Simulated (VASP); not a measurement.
Set up this calculation in VASP 6.6.1, as the native input.

| Property | Result |
| --- | --- |
| Task | single point |
| Functional | r2SCAN |
| Potentials or basis | VASP PAW PBE potentials, release 64 (C) |
| Cutoff | 520 eV |
| k mesh | 14 × 14 × 14 |
| Occupations | gaussian, width 0.05 eV |
| Spin | no spin polarisation |
| Dipole correction | no |
| Further INCAR settings | ALGO = Normal; EDIFF = 1e-07; NBANDS = 11 |

C:

```
CELL_PARAMETERS angstrom
0.00000 2.12700 3.29778
1.22800 0.00000 3.29778
1.22800 2.12700 0.00000
ATOMIC_POSITIONS crystal
C 0.16667 0.83333 0.16667
C 0.83333 0.16667 0.83333
```

This cell differs from its parent crystal: strain +0.000 along x and y, -0.015 along z.

One way to write it, as run:

POSCAR

```
C
1.0
    0.0000000000      2.1270000000      3.2977800000
    1.2280000000      0.0000000000      3.2977800000
    1.2280000000      2.1270000000      0.0000000000
C
2
Direct
    0.1666700000      0.8333300000      0.1666700000
    0.8333300000      0.1666700000      0.8333300000
```

INCAR.step1

```
PREC     = Accurate       # precision mode
ENCUT    = 520            # plane-wave cutoff, eV
ISMEAR   = 0              # smearing method
SIGMA    = 0.05           # smearing width, eV
LREAL    = F              # projectors in reciprocal space
LASPH    = T              # aspherical terms in the spheres
NELM     = 60             # most SCF steps
NBANDS   = 11             # bands
GGA      = PE             # functional
ALGO     = Normal         # electronic algorithm
EDIFF    = 1E-4           # SCF threshold, eV
LWAVE    = T              # write WAVECAR
LCHARG   = F              # write CHGCAR
```

INCAR.step2

```
PREC     = Accurate       # precision mode
ENCUT    = 520            # plane-wave cutoff, eV
EDIFF    = 1E-7           # SCF threshold, eV
ISMEAR   = 0              # smearing method
SIGMA    = 0.05           # smearing width, eV
LREAL    = F              # projectors in reciprocal space
LASPH    = T              # aspherical terms in the spheres
NELM     = 60             # most SCF steps
ALGO     = Normal         # electronic algorithm
ISIF     = 2              # what is computed and relaxed
LWAVE    = F              # write WAVECAR
LCHARG   = T              # write CHGCAR
METAGGA  = R2SCAN         # meta-GGA
LMIXTAU  = T            
LELF     = T              # ELF
LVHAR    = T            
NBANDS   = 11             # bands
ISTART   = 1
```

KPOINTS

```
regular mesh
0
Gamma
  14 14 14
```

Potentials or basis: VASP PAW PBE potentials, release 64 (C).

Command:

```console
$ cat potpaw_PBE.64/C/POTCAR > POTCAR
$ cp INCAR.step1 INCAR
$ mpirun -np 1 vasp_std > vasp.out
$ cp INCAR.step2 INCAR
$ mpirun -np 1 vasp_std > vasp.out
```

It gave:

```
Pressure      : 1.3 GPa
Largest force : 0.032 eV/Å
```

Caveat: the cell differs from its parent crystal (strain +0.000 along x and y, -0.015 along z); the PAW data sets were made with another functional, which shifts forces and pressure a little.

Wall time 11 min on 1 thread of Intel Xeon 8259CL, with other jobs on the host, peak memory 0.19 GiB.
